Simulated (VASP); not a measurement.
# Tl: single point with PBEsol

Tl:

```
Tl
1.0
    -0.04842    2.42097    2.42097
     2.37255    0.00000    2.37255
     2.42097    2.42097   -0.04842
Tl
1
Direct
  0.00000 0.00000 0.00000
```

This cell differs from its parent crystal: engineering shear strain xz -0.0400, normal strain along z +0.0000.

- Program: VASP 6.6.1
- Task: single point
- Functional: PBEsol
- Potentials or basis: VASP PAW PBE potentials, release 64 (Tl_d)
- Cutoff: 520 eV
- k mesh: 16 × 16 × 16
- Occupations: gaussian, width 0.15 eV
- Spin: no spin polarisation
- Dipole correction: no
- Further INCAR settings: ALGO = Fast; EDIFF = 1e-07; NBANDS = 12

```json
{
  "Pressure": "-0.1 GPa",
  "Band gap on the k mesh": "zero (an odd number of electrons rules out a gap without spin polarisation)"
}
```

Stress tensor (GPa, compression positive):
```
-0.04  0.00  0.41
 0.00 -0.26  0.00
 0.41  0.00 -0.04
```

Levels at points of the mesh, in eV from the Fermi level:
| k point | band 4 | band 5 | band 6 | band 7 | band 8 | band 9 |
| --- | --- | --- | --- | --- | --- | --- |
| (0.00, 0.00, 0.00) | -11.23 | -11.22 | -10.08 | 9.86 | 10.13 | 10.94 |
| (0.50, 0.00, 0.00) | -11.01 | -10.96 | -5.47 | -3.00 | 8.39 | 8.68 |
| (0.00, 0.50, 0.00) | -10.99 | -10.94 | -5.08 | -2.87 | 7.95 | 8.14 |
| (0.50, 0.50, 0.00) | -10.91 | -10.90 | -3.53 | -1.84 | 4.10 | 4.10 |
| (0.50, 0.00, 0.50) | -10.91 | -10.91 | -3.56 | -1.84 | 3.59 | 4.62 |

It took 3.2 min on 1 thread of Oxide Virtual Turin-like Processor (shared host), peak memory 0.28 GiB.

Caveat: the cell differs from its parent crystal (engineering shear strain xz -0.0400, normal strain along z +0.0000); the PAW data sets were made with another functional, which shifts forces and pressure a little; spin-orbit coupling is left out, which moves the levels of the heavy elements.
